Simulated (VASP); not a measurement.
# ZrB (Fmmm) in VASP: a series of runs

Runs on ZrB. Level: LDA. Tasks: single point.

Program: VASP 6.6.1. These are calculated values, not measurements. Logs are shortened: lines on timing, memory, paths and dates and some standing lists are left out, and cuts for length are marked.

### Step 1. The cell of the first run

Symmetry: Fmmm, No. 69, orthorhombic system. The conventional cell has a = 4.477 Å, b = 4.605 Å, c = 4.831 Å, α = 90.00°, β = 90.00°, γ = 90.00°. Within 3.0 Å of Zr (site symmetry mmm) lie 6 B at 2.24 to 2.42 Å. B (site symmetry mmm) has 6 Zr at 2.24 to 2.42 Å within 3.0 Å.

### Step 2. Single point, LDA (normal strain along x -0.0467, normal strain along z -0.0733)

File INCAR:

```
SYSTEM = ZrB
PREC = Accurate
ENCUT = 520
EDIFF = 1E-7
ISMEAR = 0
SIGMA = 0.15
LREAL = .FALSE.
LASPH = .TRUE.
NELM = 80
ALGO = Normal
ISIF = 2
LWAVE = .FALSE.
LCHARG = .TRUE.
LELF = .TRUE.
LVHAR = .TRUE.
NBANDS = 14
```

File KPOINTS:

```
Automatic mesh
0
G
  16 16 16
  0 0 0
```

File POSCAR:

```
ZrB
1.0
    0.0000000000      2.4153850465      2.2383373226
    2.3025865648      0.0000000000      2.2383373226
    2.3025865648      2.4153850465      0.0000000000
Zr B
1 1
Direct
    0.0000000000      0.0000000000      0.0000000000
    0.5000000000      0.5000000000      0.5000000000
```

Potentials or basis: VASP PAW LDA potentials, release 64 (Zr_sv, B).

Run with:

```bash
> cat potpaw_LDA.64/Zr_sv/POTCAR potpaw_LDA.64/B/POTCAR > POTCAR
> mpirun -np 1 vasp_std > vasp.out
```

OUTCAR:

```text
SYSTEM = ZrB
   PREC = Accurate
   ENCUT = 520
   EDIFF = 1E-7
   ISMEAR = 0
   LREAL = .FALSE.
   LASPH = .TRUE.
   NELM = 80
   ISIF = 2

 ion  position               nearest neighbor table
   1  0.000  0.000  0.000-   2 2.24   2 2.24   2 2.30   2 2.30   2 2.42   2 2.42
   2  0.500  0.500  0.500-   1 2.24   1 2.24   1 2.30   1 2.30   1 2.42   1 2.42

  LATTYP: Found a face centered orthorhombic cell.
 ALAT       =     4.4766746452
 B/A-ratio  =     1.0287040034
 C/A-ratio  =     1.0790978742

  Lattice vectors:

 A1 = (   2.3025865648,   2.4153850465,   0.0000000000)
 A2 = (   0.0000000000,   2.4153850465,   2.2383373226)
 A3 = (   2.3025865648,   0.0000000000,   2.2383373226)

Analysis of symmetry for initial positions (statically):
=====================================================================
 Subroutine PRICEL returns:
 Original cell was already a primitive cell.

 Routine SETGRP: Setting up the symmetry group for a
 face centered orthorhombic supercell.

 Subroutine GETGRP returns: Found  8 space group operations
 (whereof  8 operations were pure point group operations)
 out of a pool of  8 trial point group operations.

The static configuration has the point symmetry D_2h.

Analysis of symmetry for dynamics (positions and initial velocities):
=====================================================================
 Subroutine PRICEL returns:
 Original cell was already a primitive cell.

 Routine SETGRP: Setting up the symmetry group for a
 face centered orthorhombic supercell.

 Subroutine GETGRP returns: Found  8 space group operations
 (whereof  8 operations were pure point group operations)
 out of a pool of  8 trial point group operations.

The dynamic configuration has the point symmetry D_2h.

 Subroutine INISYM returns: Found  8 space group operations
 (whereof  8 operations are pure point group operations),
 and found     1 'primitive' translations

----------------------------------------------------------------------------------------

                                     Primitive cell

  volume of cell :      24.8976

  direct lattice vectors                    reciprocal lattice vectors
     0.000000000  2.415385046  2.238337323    -0.217147102  0.207006332  0.223380093
     2.302586565  0.000000000  2.238337323     0.217147102 -0.207006332  0.223380093
     2.302586565  2.415385046  0.000000000     0.217147102  0.207006332 -0.223380093

  length of vectors
     3.293059200  3.211239458  3.337063052     0.374036297  0.374036297  0.374036297

  position of ions in fractional coordinates (direct lattice)
     0.000000000  0.000000000  0.000000000
     0.500000000  0.500000000  0.500000000

  ion indices of the primitive-cell ions
   primitive index   ion index
                 1           1
                 2           2

----------------------------------------------------------------------------------------

 KPOINTS: Automatic mesh

Automatic generation of k-mesh.
 Grid dimensions read from file:
 generate k-points for:   16   16   16

 Generating k-lattice:

  Cartesian coordinates                     Fractional coordinates (reciprocal lattice)
    -0.013571694  0.012937896  0.013961256     0.062500000  0.000000000  0.000000000
     0.013571694 -0.012937896  0.013961256     0.000000000  0.062500000  0.000000000
     0.013571694  0.012937896 -0.013961256     0.000000000  0.000000000  0.062500000

  Length of vectors
     0.023377269  0.023377269  0.023377269

  Shift w.r.t. Gamma in fractional coordinates (k-lattice)
     0.000000000  0.000000000  0.000000000

 Subroutine IBZKPT returns following result:
 ===========================================

 Found    621 irreducible k-points:

 Following reciprocal coordinates:
            Coordinates               Weight
  0.000000  0.000000  0.000000      1.000000
  0.062500  0.000000  0.000000      8.000000
  0.125000  0.000000  0.000000      8.000000
  0.187500  0.000000 -0.000000      8.000000
  0.250000  0.000000  0.000000      8.000000
  0.312500  0.000000  0.000000      8.000000
[... 16 lines left out ...]
 -0.125000  0.062500  0.000000      8.000000
 -0.062500  0.062500  0.000000      4.000000
 [... further k-points ...]
   k-points           NKPTS =    621   k-points in BZ     NKDIM =    621   number of bands    NBANDS=     14
   number of dos      NEDOS =    301   number of ions     NIONS =      2
   total plane-waves  NPLWV =  16128
   dimension x,y,z NGX =    24 NGY =   24 NGZ =   28
   dimension x,y,z NGXF=    48 NGYF=   48 NGZF=   56
   ions per type =               1   1
   NGX,Y,Z   is equivalent  to a cutoff of  12.12, 12.42, 13.95 a.u.
   NGXF,Y,Z  is equivalent  to a cutoff of  24.23, 24.85, 27.90 a.u.
 SYSTEM =  ZrB
   PREC   = accura    normal or accurate (medium, high low for compatibility)
   ISTART =      0    job   : 0-new  1-cont  2-samecut
   ICHARG =      2    charge: 1-file 2-atom 10-const
   ISPIN  =      1    spin polarized calculation?
   LNONCOLLINEAR =      F non collinear calculations
   LSORBIT =      F    spin-orbit coupling
   LASPH  =      T    aspherical Exc in radial PAW
   ENCUT  =  520.0 eV  38.22 Ry    6.18 a.u.   6.12  5.97  6.20*2*pi/ulx,y,z
   NELM   =     80;   NELMIN=  2; NELMDL= -5     # of ELM steps
   EDIFF  = 0.1E-06   stopping-criterion for ELM
   LREAL  =      F    real-space projection
   EDIFFG = 0.1E-05   stopping-criterion for IOM
   NSW    =      0    number of steps for IOM
   IBRION =     -1    ionic relax: 0-MD 1-quasi-New 2-CG
   NFREE  =      0    steps in history (QN), initial steepest desc. (CG)
   ISIF   =      2    stress and relaxation
   ISYM   =      2    0-nonsym 1-usesym 2-fastsym
   POTIM  = 0.5000    time-step for ionic-motion
   TEBEG  =    0.0;   TEEND  =   0.0 temperature during run
   PSTRESS=    0.0 pullay stress
   NELECT =      15.0000    total number of electrons
   NUPDOWN=      -1.0000    fix difference up-down
   EMIN   =  10.00;   EMAX   =-10.00  energy-range for DOS
   EFERMI =   0.00;   METHOD = LEGACY
   ISMEAR =     0;   SIGMA  =   0.15  broadening in eV -4-tet -1-fermi 0-gaus
   EFERMI_NEDOS =   21; number of points for ismear=-14 and -15
   IALGO  =     38    algorithm
   IMIX   =      4    mixing-type and parameters
     AMIX     =   0.40;   BMIX     =  1.00
     AMIX_MAG =   1.60;   BMIX_MAG =  1.00
  volume/ion in A,a.u.               =      12.45        84.01
  Fermi-wavevector in a.u.,A,eV,Ry     =   1.382672  2.612872 26.011386  1.911783
  Thomas-Fermi vector in A             =   2.507342
   LORBIT       =      0    0 simple, 1 ext, 2 COOP (PROOUT), +10 PAW based schemes
   GGA     = CA    functional components
   LHFCALC =     F    Hartree Fock is set to
   AEXX    =    0.0000 exact exchange contribution
   IVDW    =     0    specifies the selected vdW correction
   LEPSILON=     F    determine dielectric tensor
   LRPA    =     F    only Hartree local field effects (RPA)
 non-spin polarized calculation
 Gauss-broadening in eV      SIGMA  =   0.15
  energy-cutoff  :      520.00
  volume of cell :       24.90
 maximum number of plane-waves:       688
   NGX = 13   NGY = 11   NGZ = 13

 number of electron      15.0000000 magnetization

 Free energy of the ion-electron system (eV)
  ---------------------------------------------------
  ext. energy  EPLUGINS =         0.00000000
  ---------------------------------------------------
  free energy    TOTEN  =       -17.14748222 eV

  energy without entropy =      -17.13436930  energy(sigma->0) =      -17.14092576

 E-fermi :   9.0425     XC(G=0): -12.4276

 val. band max:        9.0424358477   @ k =   0.2500   0.0000   0.1250
 cond. band min:       9.0437150104   @ k =  -0.3750   0.0625   0.3750
 fundamental gap:      0.0012791627
 Fermi energy:         9.0424742864

 k-point     1 :       0.0000    0.0000    0.0000
  band No.  band energies     occupation
      1     -37.4553      2.00000
      2     -15.3706      2.00000
      3     -15.3219      2.00000
      4     -15.3179      2.00000
      5       0.8006      2.00000
      6      10.4344      0.00000
      7      10.9988      0.00000
      8      11.3201      0.00000
      9      12.2576      0.00000
     10      12.5459      0.00000
     11      12.8808      0.00000
     12      13.0670      0.00000
     13      13.1416      0.00000
     14      20.2709      0.00000

 k-point     2 :       0.0625    0.0000    0.0000
  band No.  band energies     occupation
      1     -37.4504      2.00000
      2     -15.3954      2.00000
      3     -15.3392      2.00000
      4     -15.3249      2.00000
      5       0.9106      2.00000
      6      10.3177      0.00000
      7      10.7577      0.00000
      8      11.1804      0.00000
      9      11.6205      0.00000
     10      11.9959      0.00000
     11      13.0533      0.00000
     12      13.6572      0.00000
     13      14.3318      0.00000
     14      20.5395      0.00000

 k-point     3 :       0.1250    0.0000    0.0000
  band No.  band energies     occupation
      1     -37.4365      2.00000
      2     -15.5023      2.00000
      3     -15.3555      2.00000
      4     -15.3399      2.00000
      5       1.2292      2.00000
      6       9.7749      0.00000
      7      10.0514      0.00000
      8      10.5877      0.00000
      9      11.5351      0.00000
     10      11.7818      0.00000
     11      13.3796      0.00000
     12      14.9126      0.00000
     13      15.7309      0.00000
     14      21.2829      0.00000
[... 324 lines left out ...]
 k-point    23 :      -0.1250    0.0625    0.0000
  band No.  band energies     occupation
      1     -37.4274      2.00000
      2     -15.5379      2.00000
      3     -15.4141      2.00000
      4     -15.3378      2.00000
      5       1.4332      2.00000
      6       9.4873      0.00003
      7       9.7179      0.00000
      8      10.0551      0.00000
      9      11.2265      0.00000
     10      12.4735      0.00000
     11      13.7574      0.00000
     12      15.4634      0.00000
     13      16.2845      0.00000
     14      21.7455      0.00000

 k-point    24 :      -0.0625    0.0625    0.0000
  band No.  band energies     occupation
      1     -37.4431      2.00000
      2     -15.4073      2.00000
      3     -15.4002      2.00000
      4     -15.3261      2.00000
      5       1.0727      2.00000
      6      10.1421      0.00000
      7      10.4232      0.00000
      8      10.7701      0.00000
      9      10.9605      0.00000
     10      12.2652      0.00000
     11      13.5256      0.00000
     12      14.3189      0.00000
     13      14.9980      0.00000
     14      20.9290      0.00000

 [... further k-points ...]

------------------------ aborting loop because EDIFF is reached ----------------------------------------

  FORCE on cell =-STRESS in cart. coord.  units (eV):
  Direction    XX          YY          ZZ          XY          YZ          ZX
  --------------------------------------------------------------------------------------
  -------------------------------------------------------------------------------------
  Total        5.0631792      1.5418168      7.0651398      0.0000000      0.0000000      0.0000000
  in kB      325.8187002     99.2168585    454.6461034      0.0000000      0.0000000      0.0000000
  external PRESSURE =     293.2272207 kB  Pullay stress =       0.0000000 kB

 VOLUME and BASIS-vectors are now :
 -----------------------------------------------------------------------------
  energy-cutoff  :      520.00
  volume of cell :       24.90
      direct lattice vectors                 reciprocal lattice vectors
     0.000000000  2.415385046  2.238337323    -0.217147102  0.207006332  0.223380093
     2.302586565  0.000000000  2.238337323     0.217147102 -0.207006332  0.223380093
     2.302586565  2.415385046  0.000000000     0.217147102  0.207006332 -0.223380093

 POSITION                                       TOTAL-FORCE (eV/Angst)
 -----------------------------------------------------------------------------------
      0.00000      0.00000      0.00000         0.000000      0.000000      0.000000
      2.30259      2.41539      2.23834        -0.000000      0.000000     -0.000000
 -----------------------------------------------------------------------------------
    total drift:                                0.000000     -0.000000     -0.000000

  FREE ENERGIE OF THE ION-ELECTRON SYSTEM (eV)
  ---------------------------------------------------
  free  energy   TOTEN  =       -17.1474822151 eV

  energy  without entropy=      -17.1343693018  energy(sigma->0) =      -17.14092576
```

Wall time 3.7 min (1 thread of Intel Xeon Platinum 8259CL at 2.50GHz (Skylake/Cascade Lake), shared host); peak memory 0.32 GiB.

What came out:

```yaml
Free_energy: -17.1475 eV
Pressure: 29.3 GPa
```

Caveat: the cell differs from its parent crystal (normal strain along x -0.0467, normal strain along z -0.0733).

### Step 3. Single point, LDA (normal strain along x -0.0700, normal strain along z -0.0367)

File INCAR:

```
ALGO = Normal
EDIFF = 1E-6
ENCUT = 520
GGA = CA
ISIF = 2
ISMEAR = 0
LASPH = T
LCHARG = F
LREAL = F
LWAVE = F
NBANDS = 14
NELM = 60
PREC = Accurate
SIGMA = 0.15
```

File KPOINTS:

```
k-points
0
Gamma
  16 16 16
```

File POSCAR:

```
ZrB
1.0
    0.0000000000      2.4153850465      2.3267404153
    2.2463080932      0.0000000000      2.3267404153
    2.2463080932      2.4153850465      0.0000000000
Zr B
1 1
Direct
    0.0000000000      0.0000000000      0.0000000000
    0.5000000000      0.5000000000      0.5000000000
```

Potentials or basis: VASP PAW LDA potentials, release 64 (Zr_sv, B).

Run with:

```bash
> cat potpaw_LDA.64/Zr_sv/POTCAR potpaw_LDA.64/B/POTCAR > POTCAR
> mpirun -np 1 vasp_std > vasp.out
```

It took 4.8 min on 1 thread of Intel Xeon Platinum 8259CL at 2.50GHz (Skylake/Cascade Lake), shared host; peak memory 0.32 GiB.

It converged, with:

| Quantity | Value |
| --- | --- |
| Free energy | -17.2195 eV |
| Pressure | 25.4 GPa |

Stress tensor (GPa, compression positive):
```
41.75  0.00  0.00
 0.00  8.78  0.00
 0.00  0.00 25.78
```

Levels at points of the mesh, in eV from the Fermi level:
```
           k point  band 4  band 5  band 6  band 7  band 8  band 9  band 10  band 11  band 12  band 13
(0.00, 0.00, 0.00)  -24.43   -8.22    1.44    1.88    2.27    3.23     3.51     3.76     3.93     4.07
(0.50, 0.00, 0.00)  -24.50   -4.20   -3.44   -1.57   -1.37    5.45     5.92     7.32     8.25    12.52
(0.50, 0.50, 0.00)  -24.69   -6.40   -1.14   -0.26    2.31    2.80     5.29     6.41     7.17    10.61
(0.50, 0.00, 0.50)  -24.68   -6.42   -1.12   -0.72    2.66    2.93     5.34     6.65     6.93    10.09
(0.00, 0.50, 0.50)  -24.77   -6.39   -1.20    0.22    2.17    2.38     5.47     6.54     7.02    11.07
```

Caveat: the cell differs from its parent crystal (normal strain along x -0.0700, normal strain along z -0.0367).

### Step 4. Single point, LDA (normal strain along x -0.0700, normal strain along z -0.1100)

File INCAR:

```
SYSTEM = ZrB
PREC = Accurate
ENCUT = 520
EDIFF = 1E-6
ISMEAR = 0
SIGMA = 0.15
LREAL = .FALSE.
LASPH = .TRUE.
NELM = 100
ALGO = Normal
ISIF = 2
LWAVE = .FALSE.
LCHARG = .FALSE.
NBANDS = 14
```

File KPOINTS:

```
regular mesh
0
G
  16 16 16
  0 0 0
```

File POSCAR:

```
ZrB
1.0
    0.0000000000      2.4153850465      2.1496926914
    2.2463080932      0.0000000000      2.1496926914
    2.2463080932      2.4153850465      0.0000000000
Zr B
1 1
Direct
    0.0000000000      0.0000000000      0.0000000000
    0.5000000000      0.5000000000      0.5000000000
```

Run with:

```bash
> cat potpaw_LDA.64/Zr_sv/POTCAR potpaw_LDA.64/B/POTCAR > POTCAR
> mpirun -np 1 vasp_std > vasp.out
```

Run time: 4.8 min. Hardware: 1 thread of AMD EPYC 7R43 (Zen 3), shared host; peak memory 0.27 GiB.

Results (log left out):

| Quantity | Value |
| --- | --- |
| Free energy | -16.6175 eV |
| Pressure | 49.7 GPa |

Stress tensor (GPa, compression positive):
```
56.51  0.00  0.00
 0.00 16.68  0.00
 0.00  0.00 76.03
```

Levels at points of the mesh, in eV from the Fermi level:
| k point | band 4 | band 5 | band 6 | band 7 | band 8 | band 9 | band 10 | band 11 | band 12 | band 13 |
| --- | --- | --- | --- | --- | --- | --- | --- | --- | --- | --- |
| (0.00, 0.00, 0.00) | -24.11 | -8.38 | 1.07 | 2.00 | 2.54 | 2.98 | 3.36 | 3.92 | 4.34 | 4.44 |
| (0.50, 0.00, 0.00) | -24.20 | -4.49 | -3.05 | -1.96 | -1.60 | 5.75 | 6.52 | 8.05 | 8.49 | 12.88 |
| (0.50, 0.50, 0.00) | -24.53 | -6.73 | -1.52 | 0.86 | 2.11 | 2.65 | 5.85 | 6.71 | 7.81 | 12.45 |
| (0.50, 0.00, 0.50) | -24.39 | -6.71 | -1.40 | -0.82 | 2.97 | 3.47 | 5.69 | 7.16 | 7.44 | 10.81 |
| (0.00, 0.50, 0.50) | -24.41 | -6.72 | -1.41 | 0.15 | 2.25 | 3.28 | 5.51 | 6.58 | 8.00 | 11.87 |

Caveat: the cell differs from its parent crystal (normal strain along x -0.0700, normal strain along z -0.1100).

(Part 1 of 2 ends here.)
